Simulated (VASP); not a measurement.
A run of VASP 6.6.1 is set up as follows.

File INCAR:

```
PREC = Accurate
ENCUT = 520
EDIFF = 1E-7
ISMEAR = -1
SIGMA = 0.05
LREAL = Auto
LASPH = T
NELM = 100
ALGO = Normal
ISIF = 2
LWAVE = F
LCHARG = F
GGA = PS
NELECT = 256.0
ISYM = 0
NBANDS = 166
```

File KPOINTS:

```
Automatic mesh
0
Gamma
  1 1 1
  0.25 0.25 0.25
```

The input POSCAR:

```
Mg32HS32
1.0
   10.3639610000      0.0000000000      0.0000000000
    0.0000000000     10.3639610000      0.0000000000
    0.0000000000      0.0000000000     10.3639610000
S Mg H
32 32 1
Direct
    0.2509620000      0.0014500000      0.0029180000
    0.2509650000      0.0015700000      0.5004380000
    0.2484130000      0.4993590000      0.0045900000
    0.2484770000      0.4995380000      0.4992840000
    0.7507930000      0.0000820000      0.0027310000
    0.7508030000      0.0000910000      0.5007380000
    0.7481790000      0.4992780000      0.0030000000
    0.7481370000      0.4992550000      0.5006750000
    0.0014090000      0.2510160000      0.0029200000
    0.0015300000      0.2510170000      0.5004320000
    0.0000400000      0.7508390000      0.0027420000
    0.0000490000      0.7508500000      0.5007300000
    0.4993050000      0.2484710000      0.0045830000
    0.4994870000      0.2485320000      0.4993090000
    0.4992230000      0.7482300000      0.0030110000
    0.4992020000      0.7481860000      0.5006760000
    0.0061670000      0.0062230000      0.2518210000
    0.0009360000      0.0009840000      0.7516850000
    0.9965290000      0.5018660000      0.2517910000
    0.9991470000      0.5004430000      0.7517740000
    0.5017900000      0.9965890000      0.2517890000
    0.5003910000      0.9991970000      0.7517740000
    0.4905300000      0.4906260000      0.2514580000
    0.4983440000      0.4984000000      0.7518240000
    0.2523540000      0.2523710000      0.2526230000
    0.2507360000      0.2507910000      0.7518900000
    0.2498800000      0.7548280000      0.2518810000
    0.2497640000      0.7501780000      0.7518250000
    0.7547930000      0.2499420000      0.2518820000
    0.7501350000      0.2498190000      0.7518250000
    0.7485970000      0.7486540000      0.2517780000
    0.7496160000      0.7496670000      0.7517550000
    0.0006360000      0.0006910000      0.0010930000
    0.0007190000      0.0007750000      0.5023500000
    0.9981150000      0.5009780000      0.0004690000
    0.9981550000      0.5009740000      0.5030850000
    0.5009260000      0.9981770000      0.0004640000
    0.5009170000      0.9982090000      0.5030830000
    0.4985890000      0.4986410000      0.0002480000
    0.4986160000      0.4986690000      0.5032250000
    0.2496330000      0.2496680000      0.9951020000
    0.2499620000      0.2500030000      0.5088340000
    0.2496270000      0.7507920000      0.9997500000
    0.2496660000      0.7510380000      0.5039400000
    0.7507440000      0.2496770000      0.9997440000
    0.7509920000      0.2497150000      0.5039490000
    0.7496640000      0.7497150000      0.0009530000
    0.7496900000      0.7497380000      0.5025940000
    0.2551630000      0.9938960000      0.2515830000
    0.2506250000      0.9997260000      0.7517200000
    0.2359790000      0.5210720000      0.2520870000
    0.2485070000      0.5013140000      0.7519010000
    0.7537260000      0.9977780000      0.2517300000
    0.7508090000      0.9993130000      0.7517680000
    0.7481310000      0.5002770000      0.2518340000
    0.7487750000      0.5001810000      0.7518330000
    0.9938560000      0.2552170000      0.2515780000
    0.9996750000      0.2506720000      0.7517180000
    0.9977230000      0.7537920000      0.2517340000
    0.9992620000      0.7508560000      0.7517650000
    0.5210200000      0.2360470000      0.2521080000
    0.5012630000      0.2485590000      0.7519180000
    0.5002180000      0.7482030000      0.2518450000
    0.5001170000      0.7488290000      0.7518420000
    0.3507130000      0.3507690000      0.2502820000
```

Potentials or basis: VASP PAW PBE potentials, release 64 (S, Mg, H).

Launch:

```sh
$ cat potpaw_PBE.64/S/POTCAR potpaw_PBE.64/Mg/POTCAR potpaw_PBE.64/H/POTCAR > POTCAR
$ mpirun -np 1 vasp_std > vasp.out
```

Task: Predict the largest force.

Result: 0.118 eV/Å.

Forces on the atoms (eV/Å):
```
S   -0.001  0.001  0.010
S    0.003 -0.002  0.000
S   -0.007 -0.001  0.000
S    0.001  0.003  0.002
S    0.002 -0.003  0.004
S    0.000 -0.004  0.001
S   -0.005  0.000  0.002
S   -0.003  0.005 -0.005
S    0.001 -0.001  0.011
S   -0.002  0.003  0.000
S   -0.004  0.002  0.004
S   -0.004  0.000  0.002
S    0.000 -0.007  0.001
S    0.004  0.000  0.001
S    0.000 -0.004  0.001
S    0.005 -0.002 -0.005
S    0.006  0.006 -0.006
S   -0.002 -0.002  0.002
S    0.001  0.004  0.000
S   -0.005  0.003 -0.001
S    0.007  0.002  0.000
S    0.003 -0.005 -0.001
S    0.003  0.000  0.018
S    0.004  0.004  0.000
S    0.080  0.082 -0.029
S    0.000  0.000  0.000
S   -0.002  0.000 -0.003
S    0.002  0.000  0.000
S   -0.002 -0.002 -0.003
S    0.000  0.001  0.000
S    0.001  0.001 -0.001
S   -0.002 -0.002  0.001
Mg   0.001  0.001 -0.001
Mg   0.000 -0.001  0.001
Mg   0.004 -0.001  0.001
Mg   0.002  0.000 -0.001
Mg  -0.001  0.003  0.001
Mg   0.000  0.002 -0.001
Mg  -0.001  0.000  0.000
Mg  -0.003 -0.003 -0.002
Mg   0.004  0.004 -0.011
Mg  -0.002 -0.001  0.014
Mg   0.002 -0.001  0.002
Mg  -0.002 -0.002 -0.001
Mg   0.000  0.002  0.002
Mg  -0.002 -0.002 -0.001
Mg   0.001  0.000  0.003
Mg   0.001  0.001 -0.005
Mg   0.002 -0.018  0.003
Mg  -0.004  0.003 -0.003
Mg   0.000  0.006 -0.002
Mg   0.002 -0.002  0.000
Mg   0.000  0.002  0.002
Mg   0.002  0.003 -0.003
Mg  -0.002 -0.004 -0.002
Mg  -0.001 -0.003 -0.001
Mg  -0.018  0.002  0.003
Mg   0.003 -0.004 -0.003
Mg   0.002  0.000  0.002
Mg   0.003  0.002 -0.003
Mg   0.006  0.001 -0.003
Mg  -0.002  0.002 -0.001
Mg  -0.004 -0.003 -0.002
Mg  -0.002 -0.001 -0.001
H   -0.072 -0.073  0.010
```

Caveat: the cell carries a net charge on a neutralising background, which shifts energy and pressure; the PAW data sets were made with another functional, which shifts forces and pressure a little.
